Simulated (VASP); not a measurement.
A run of VASP 6.6.1 is set up as follows.

INCAR

```
PREC = Accurate
ENCUT = 520
EDIFF = 1E-6
ISMEAR = -1
SIGMA = 0.05
LREAL = False
LASPH = True
NELM = 150
ALGO = Normal
ISIF = 2
LWAVE = False
LCHARG = False
LNONCOLLINEAR = True
MAGMOM = 0 0 0
LORBIT = 11
LSORBIT = True
GGA_COMPAT = False
LORBMOM = True
GGA = B5
ALDAX = 1.0
AGGAX = 1.0
AGGAC = 1.0
ALDAC = 0.0
NBANDS = 18
```

The input KPOINTS:

```
regular mesh
0
Gamma
  8 8 8
```

The input POSCAR:

```
I
1.0
   -1.6174560000      1.6174560000      4.2648080000
    1.6174560000     -1.6174560000      4.2648080000
    1.6174560000      1.6174560000     -4.2648080000
I
1
Direct
    0.0000000000      0.0000000000      0.0000000000
```

Potentials or basis: VASP PAW PBE potentials, release 64 (I).

The run is started by

```sh
$ cat potpaw_PBE.64/I/POTCAR > POTCAR
$ mpirun -np 1 vasp_ncl > vasp.out
```

Problem. Predict the net moment.

Solution. 0.00 μB per cell.

Problem. What does it give for the pressure?

Solution. 2.8 GPa.

Moments on the atoms (μB; x, y, z):
```
I   0.00 0.00 0.00
```

Caveat: the PAW data sets were made with another functional, which shifts forces and pressure a little.
